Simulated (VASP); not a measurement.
# Ti5Si in VASP: a series of runs

Ti5Si is run at these levels: LDA; tasks: single point.

Program: VASP 6.6.1. These are calculated values, not measurements. Logs are shortened: lines on timing, memory, paths and dates and some standing lists are left out, and cuts for length are marked.

**1. The cell of the first run**

The cell holds a slab with vacuum, 6 atoms: a = 2.864 Å, b = 2.864 Å, c = 24.491 Å, α = 90.00°, β = 90.00°, γ = 120.00°.

**2. Single point, LDA**

File INCAR:

```
PREC = Accurate
ENCUT = 520
EDIFF = 1E-6
ISMEAR = 0
SIGMA = 0.1
LREAL = False
LASPH = True
NELM = 80
ALGO = Normal
ISIF = 2
LWAVE = False
LCHARG = False
LDIPOL = True
IDIPOL = 3
DIPOL = 0.5 0.5 0.396
NBANDS = 41
```

File KPOINTS:

```
Automatic mesh
0
Gamma
  9 9 1
```

File POSCAR:

```
Ti5Si
1.0
    2.8641158409      0.0000000000      0.0000000000
   -1.4320579204      2.4803970776      0.0000000000
    0.0000000000      0.0000000000     24.4912645050
Ti Si
5 1
Direct
    0.6666666667      0.3333333333      0.1633235393
    0.3333333333      0.6666666667      0.2559152254
    0.6666666667      0.3333333333      0.3495151210
    0.3333333333      0.6666666667      0.4443907924
    0.6666666667      0.3333333333      0.5304448246
    0.6666666667      0.3333333333      0.6340208866
```

Potentials or basis: VASP PAW LDA potentials, release 64 (Ti_sv, Si).

On the command line:

```bash
cat potpaw_LDA.64/Ti_sv/POTCAR potpaw_LDA.64/Si/POTCAR > POTCAR
mpirun -np 1 vasp_std > vasp.out
```

OUTCAR:

```text
PREC = Accurate
   ENCUT = 520
   EDIFF = 1E-6
   ISMEAR = 0
   LREAL = False
   LASPH = True
   NELM = 80
   ISIF = 2

 ion  position               nearest neighbor table
   1  0.667  0.333  0.163-   2 2.81   2 2.81   2 2.81
   2  0.333  0.667  0.256-   1 2.81   1 2.81   1 2.81   3 2.83   3 2.83   3 2.83
   3  0.667  0.333  0.350-   2 2.83   2 2.83   2 2.83   4 2.85   4 2.85   4 2.85
   4  0.333  0.667  0.444-   5 2.68   5 2.68   5 2.68   3 2.85   3 2.85   3 2.85
   5  0.667  0.333  0.530-   6 2.54   4 2.68   4 2.68   4 2.68
   6  0.667  0.333  0.634-   5 2.54

  LATTYP: Found a hexagonal cell.
 ALAT       =     2.8641158409
 C/A-ratio  =     8.5510733034

  Lattice vectors:

 A1 = (   2.8641158409,   0.0000000000,   0.0000000000)
 A2 = (  -1.4320579204,   2.4803970776,   0.0000000000)
 A3 = (   0.0000000000,   0.0000000000,  24.4912645050)

Analysis of symmetry for initial positions (statically):
=====================================================================
 Subroutine PRICEL returns:
 Original cell was already a primitive cell.

 Routine SETGRP: Setting up the symmetry group for a
 hexagonal supercell.

 Subroutine GETGRP returns: Found  6 space group operations
 (whereof  6 operations were pure point group operations)
 out of a pool of 24 trial point group operations.

The static configuration has the point symmetry C_3v.

Analysis of symmetry for dynamics (positions and initial velocities):
=====================================================================
 Subroutine PRICEL returns:
 Original cell was already a primitive cell.

 Routine SETGRP: Setting up the symmetry group for a
 hexagonal supercell.

 Subroutine GETGRP returns: Found  6 space group operations
 (whereof  6 operations were pure point group operations)
 out of a pool of 24 trial point group operations.

The dynamic configuration has the point symmetry C_3v.

 Subroutine INISYM returns: Found  6 space group operations
 (whereof  6 operations are pure point group operations),
 and found     1 'primitive' translations

----------------------------------------------------------------------------------------

                                     Primitive cell

  volume of cell :     173.9895

  direct lattice vectors                    reciprocal lattice vectors
     2.864115841  0.000000000  0.000000000     0.349147889  0.201580628  0.000000000
    -1.432057920  2.480397078  0.000000000     0.000000000  0.403161256  0.000000000
     0.000000000  0.000000000 24.491264505     0.000000000  0.000000000  0.040830885

[... 90 lines left out ...]
   NUPDOWN=      -1.0000    fix difference up-down
   EMIN   =  10.00;   EMAX   =-10.00  energy-range for DOS
   EFERMI =   0.00;   METHOD = LEGACY
   ISMEAR =     0;   SIGMA  =   0.10  broadening in eV -4-tet -1-fermi 0-gaus
   EFERMI_NEDOS =   21; number of points for ismear=-14 and -15
   IALGO  =     38    algorithm
   IMIX   =      4    mixing-type and parameters
     AMIX     =   0.40;   BMIX     =  1.00
     AMIX_MAG =   1.60;   BMIX_MAG =  1.00
  volume/ion in A,a.u.               =      29.00       195.69
  Fermi-wavevector in a.u.,A,eV,Ry     =   1.172989  2.216627 18.720289  1.375902
  Thomas-Fermi vector in A             =   2.309409
   LORBIT       =      0    0 simple, 1 ext, 2 COOP (PROOUT), +10 PAW based schemes
   GGA     = CA    functional components
   LHFCALC =     F    Hartree Fock is set to
   AEXX    =    0.0000 exact exchange contribution
   IVDW    =     0    specifies the selected vdW correction
   LEPSILON=     F    determine dielectric tensor
   LRPA    =     F    only Hartree local field effects (RPA)
 non-spin polarized calculation
 Gauss-broadening in eV      SIGMA  =   0.10
  energy-cutoff  :      520.00
  volume of cell :      173.99
 maximum number of plane-waves:      4747
 NGX is ok and might be reduce to    24
   NGX = 11   NGY = 11   NGZ = 91

 dipolmoment           0.000000      0.000000     -0.023768 electrons x Angstroem

 number of electron      64.0000008 magnetization

 dipolmoment           0.000000      0.000000      0.007453 electrons x Angstroem

 Free energy of the ion-electron system (eV)
  ---------------------------------------------------
  ext. energy  EPLUGINS =         0.00000000
  ---------------------------------------------------
  free energy    TOTEN  =       -46.46935296 eV

  energy without entropy =      -46.42223452  energy(sigma->0) =      -46.44579374

 E-fermi :   2.8961     XC(G=0):  -7.4917

 val. band max:        2.8922347844   @ k =   0.2222   0.1111   0.0000
 cond. band min:       2.9091225022   @ k =   0.3333   0.2222   0.0000
 fundamental gap:      0.0168877178
 Fermi energy:         2.8960665843

 k-point     1 :       0.0000    0.0000    0.0000
  band No.  band energies     occupation
      1     -53.2665      2.00000
      2     -53.1380      2.00000
      3     -53.0651      2.00000
      4     -52.9889      2.00000
      5     -52.9317      2.00000
      6     -30.1698      2.00000
[... 517 lines left out ...]
     40       4.4297      0.00000
     41       4.4728      0.00000

------------------------ aborting loop because EDIFF is reached ----------------------------------------

 vacuum level on the upper side and lower side of the slab       (xc-potential included)        -0.110        -0.325

  FORCE on cell =-STRESS in cart. coord.  units (eV):
  Direction    XX          YY          ZZ          XY          YZ          ZX
  --------------------------------------------------------------------------------------
  -------------------------------------------------------------------------------------
  Total       -3.1958211     -3.1958211     -0.4818756     -0.0000000     -0.0000000      0.0000000
  in kB      -29.4286300    -29.4286300     -4.4373379     -0.0000000     -0.0000000      0.0000000
  external PRESSURE =     -21.0981993 kB  Pullay stress =       0.0000000 kB

 VOLUME and BASIS-vectors are now :
 -----------------------------------------------------------------------------
  energy-cutoff  :      520.00
  volume of cell :      173.99
      direct lattice vectors                 reciprocal lattice vectors
     2.864115841  0.000000000  0.000000000     0.349147889  0.201580628  0.000000000
    -1.432057920  2.480397078  0.000000000     0.000000000  0.403161256  0.000000000
     0.000000000  0.000000000 24.491264505     0.000000000  0.000000000  0.040830885

 POSITION                                       TOTAL-FORCE (eV/Angst)
 -----------------------------------------------------------------------------------
      1.43206      0.82680      4.00000        -0.000000     -0.000000      0.569603
     -0.00000      1.65360      6.26769         0.000000      0.000000     -0.519236
      1.43206      0.82680      8.56007        -0.000000      0.000000      0.125545
     -0.00000      1.65360     10.88369        -0.000000     -0.000000     -0.813501
      1.43206      0.82680     12.99126         0.000000      0.000000      0.630818
      1.43206      0.82680     15.52797         0.000000     -0.000000      0.006770
 -----------------------------------------------------------------------------------
    total drift:                               -0.000000      0.000000     -0.000098

  FREE ENERGIE OF THE ION-ELECTRON SYSTEM (eV)
  ---------------------------------------------------
  free  energy   TOTEN  =       -46.4693529637 eV

  energy  without entropy=      -46.4222345218  energy(sigma->0) =      -46.44579374

 vacuum level on the upper side and lower side of the slab         7.595         7.358
```

OSZICAR:

```text
N       E                     dE             d eps       ncg     rms          rms(c)
DAV:   1     0.820613301568E+03    0.82061E+03   -0.34274E+04  1072   0.170E+03
DAV:   2     0.568645287203E+02   -0.76375E+03   -0.74723E+03  1026   0.532E+02
DAV:   3    -0.340164432022E+02   -0.90881E+02   -0.86769E+02  1661   0.160E+02
DAV:   4    -0.510310657055E+02   -0.17015E+02   -0.16804E+02  1528   0.556E+01
[... 22 lines left out ...]
DAV:  27    -0.464693262774E+02   -0.54008E-04   -0.55539E-06   845   0.140E-02    0.521E-03
DAV:  28    -0.464693432085E+02   -0.16931E-04   -0.14958E-06   739   0.807E-03    0.220E-03
DAV:  29    -0.464693508745E+02   -0.76660E-05   -0.86104E-07   759   0.562E-03    0.210E-03
DAV:  30    -0.464693525901E+02   -0.17157E-05   -0.60060E-07   638   0.581E-03    0.643E-04
DAV:  31    -0.464693529637E+02   -0.37357E-06   -0.15141E-07   606   0.223E-03
   1 F= -.46469353E+02 E0= -.46445794E+02  d E =-.471184E-01
```

stdout:

```text
POSCAR found type information on POSCAR TiSi
 POSCAR found :  2 types and       6 ions
 scaLAPACK will be used
 LDA part: xc-table for (Slater(with rela. corr.)+CA(PZ))
 , standard interpolation
 POSCAR, INCAR and KPOINTS ok, starting setup
 FFT: planning ... GRIDC
 FFT: planning ... GRID_SOFT
 FFT: planning ... GRID
 WAVECAR not read
 entering main loop
```

It took 2.3 min on 1 thread of Intel Xeon Platinum 8488C (Sapphire Rapids), shared host; peak memory 0.28 GiB.

What came out:

| Property | Result |
| --- | --- |
| Free energy | -46.4694 eV |
| Largest force | 0.814 eV/Å |
| Band gap on the k mesh | zero (bands 32 and 33 overlap by 0.96 eV) |

Forces on the atoms (eV/Å):
```
Ti   0.000  0.000  0.570
Ti   0.000  0.000 -0.519
Ti   0.000  0.000  0.126
Ti   0.000  0.000 -0.814
Ti   0.000  0.000  0.631
Si   0.000  0.000  0.007
```

**3. Single point, LDA**

File INCAR:

```
PREC = Accurate ; ENCUT = 520
EDIFF = 1E-7 ; ISMEAR = 0
SIGMA = 0.1 ; LREAL = F
LASPH = T ; NELM = 80
ALGO = Normal ; ISIF = 2
LWAVE = F ; LCHARG = F
LDIPOL = T ; IDIPOL = 3
DIPOL = 0.5 0.5 0.394 ; GGA = CA
NBANDS = 41
```

KPOINTS is that of step 2.

Edit POSCAR of step 2 so:

```diff
@@ -13,2 +13,2 @@
     0.6666666667      0.3333333333      0.5304448246
-    0.6666666667      0.3333333333      0.6340208866
+    1.0000000000      1.0000000000      0.6187139634
```

Potentials or basis: VASP PAW LDA potentials, release 64 (Ti_sv, Si).

On the command line:

```bash
cat potpaw_LDA.64/Ti_sv/POTCAR potpaw_LDA.64/Si/POTCAR > POTCAR
mpirun -np 1 vasp_std > vasp.out
```

It took 2.4 min on 1 thread of Intel Xeon Platinum 8488C (Sapphire Rapids), shared host; peak memory 0.28 GiB.

The run converged. Its results:

```
Free energy            : -47.1576 eV
Largest force          : 0.578 eV/Å
Band gap on the k mesh : zero (bands 32 and 33 overlap by 0.96 eV)
```

Forces on the atoms (eV/Å):
```
Ti   0.000  0.000  0.578
Ti   0.000  0.000 -0.512
Ti   0.000  0.000 -0.022
Ti   0.000  0.000 -0.574
Ti   0.000  0.000  0.542
Si   0.000  0.000 -0.012
```

Levels at points of the mesh, in eV from the Fermi level:
| k point | band 29 | band 30 | band 31 | band 32 | band 33 | band 34 | band 35 | band 36 |
| --- | --- | --- | --- | --- | --- | --- | --- | --- |
| (0.00, 0.00, 0.00) | 0.24 | 0.51 | 0.65 | 0.65 | 0.69 | 0.69 | 0.75 | 0.76 |

**4. Single point, LDA**

File INCAR:

```
  PREC = Accurate
  ENCUT = 520
  EDIFF = 1E-7
  ISMEAR = 0
  SIGMA = 0.1
  LREAL = F
  LASPH = T
  NELM = 60
  ALGO = Normal
  ISIF = 2
  LWAVE = F
  LCHARG = F
  LDIPOL = T
  IDIPOL = 3
  DIPOL = 0.5 0.5 0.394
  NBANDS = 41
```

KPOINTS is that of step 3.

Edit POSCAR of step 3 so:

```diff
@@ -13,2 +13,2 @@
     0.6666666667      0.3333333333      0.5304448246
-    1.0000000000      1.0000000000      0.6187139634
+    1.3333333333      0.6666666667      0.6183737290
```

On the command line:

```bash
cat potpaw_LDA.64/Ti_sv/POTCAR potpaw_LDA.64/Si/POTCAR > POTCAR
mpirun -np 1 vasp_std > vasp.out
```

Wall time 2.5 min (1 thread of Intel Xeon Platinum 8488C (Sapphire Rapids), shared host); peak memory 0.27 GiB.

Results (log left out):

- Free energy: -47.1453 eV
- Largest force: 0.703 eV/Å
- Band gap on the k mesh: zero (bands 32 and 33 overlap by 0.91 eV)

Forces in eV/Å, atoms in the order of the input:
```
Ti   0.000  0.000  0.565
Ti   0.000  0.000 -0.508
Ti   0.000  0.000  0.018
Ti   0.000  0.000 -0.703
Ti   0.000  0.000  0.618
Si   0.000  0.000  0.010
```

Levels at points of the mesh, in eV from the Fermi level:
| k point | band 29 | band 30 | band 31 | band 32 | band 33 | band 34 | band 35 | band 36 |
| --- | --- | --- | --- | --- | --- | --- | --- | --- |
| (0.00, 0.00, 0.00) | 0.24 | 0.52 | 0.63 | 0.63 | 0.71 | 0.71 | 0.75 | 0.76 |

**5. The runs side by side**

| cell | gap on the mesh (eV) | largest force (eV/Å) |
| --- | --- | --- |
| as given, atomic positions A | none | 0.81 |
| as given, atomic positions B | none | 0.58 |
| as given, atomic positions C | none | 0.70 |

Alike in all rows: task single point; level LDA; potentials or basis VASP PAW LDA potentials, release 64 (Ti_sv, Si); no spin polarisation; k mesh 9 × 9 × 1; cutoff (eV) 520; smearing gaussian 0.1 eV.

Absolute energies hang on the potentials; compare differences alone.
